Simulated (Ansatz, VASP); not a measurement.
## One calculation of Ge, two programs

The input INCAR:

```
SYSTEM = Ge
  PREC = Accurate
  ENCUT = 520
  EDIFF = 1E-8
  ISMEAR = -1
  SIGMA = 0.05
  LREAL = .False.
  LASPH = .True.
  NELM = 80
  ALGO = Normal
  ISIF = 2
  LWAVE = .False.
  LCHARG = .False.
  LEFG = .True.
  NBANDS = 21
```

The input KPOINTS:

```
Automatic mesh
0
Gamma
  10 10 10
  0 0 0
```

The input POSCAR:

```
Ge
1.0
    0.0848631000      2.8712015500      2.8712015500
    2.8712015500      0.0848631000      2.8712015500
    2.8712015500      2.8712015500      0.0848631000
Ge
2
Direct
    0.5000000000      0.5000000000      0.5000000000
    0.7500000000      0.7500000000      0.7500000000
```

Input for Ansatz:

```yaml
crystal:
  lattice:
    - [0.0848631, 2.87120155, 2.87120155]
    - [2.87120155, 0.0848631, 2.87120155]
    - [2.87120155, 2.87120155, 0.0848631]
  atoms:
    - { symbol: Ge, position: [0.5, 0.5, 0.5] }
    - { symbol: Ge, position: [0.75, 0.75, 0.75] }
kpoints:
  mp_grid: { grid: [10, 10, 10] }
scf:
  occupations: { method: fermi_dirac, width: 0.05 }
hamiltonian:
  xc: lda
  pseudopotentials: { kind: all_electron, datasets: crystal }
output:
  forces: true
  stress: true
  eigenvalues: true
  efg: { contact_densities: true }
```

Change from the starting cell: equal xy, yz and zx shear strains of +3 %, crystal datasets.

Alike in both runs: task electric field gradients; functional LDA; k mesh 10 × 10 × 10; occupations fermi-dirac, width 0.05 eV; no spin polarisation.

```csv
,VASP,Ansatz
version,VASP 6.6.1,Ansatz 0.2.0
potentials or method,"VASP PAW LDA potentials, release 64 (Ge_d), cutoff 520 eV","all-electron PAW with datasets made for the crystal, scalar-relativistic"
```

```csv
,VASP,Ansatz,Ansatz less VASP
pressure (GPa),-0.9,-1.0,-0.09
"traceless stress, the component that is largest in VASP (GPa)",-2.26,-2.24,+0.020
rms of the force components (eV/Å),0.205,0.203,-0.0023
size of Vzz on the site where it differs most (V/Å²),29.0,28.4,-0.61
```

LDA's correlation is that of Perdew and Zunger in VASP and of Perdew and Wang (1992) in Ansatz. Atom by atom the forces differ by 0.002 eV/Å (rms over components). Ansatz ran all-electron here, and VASP with PAW potentials.
